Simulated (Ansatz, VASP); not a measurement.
**CdSe: VASP beside Ansatz**

```
Cd Se
1.0
     0.00000    3.00813    3.00813
     3.00813    0.00000    3.00813
     3.00813    3.00813    0.00000
Cd Se
1 1
Direct
  0.00000 0.00000 0.00000
  0.25000 0.25000 0.25000
```

Change from the starting cell: volume scaled by 0.9405.

Alike in both runs: task single point; functional PBE; k mesh 8 × 8 × 8; occupations fermi-dirac, width 0.03 eV; no spin polarisation.

|  | VASP | Ansatz |
| --- | --- | --- |
| version | VASP 6.6.1 | Ansatz 0.2.0 |
| potentials or method | VASP PAW PBE potentials, release 64 (Cd, Se), cutoff 520 eV | all-electron LAPW, scalar-relativistic |

|  | VASP | Ansatz | Ansatz less VASP |
| --- | --- | --- | --- |
| pressure (GPa) | 5.2 | 4.9 | -0.35 |

Ansatz ran all-electron here, and VASP with PAW potentials.
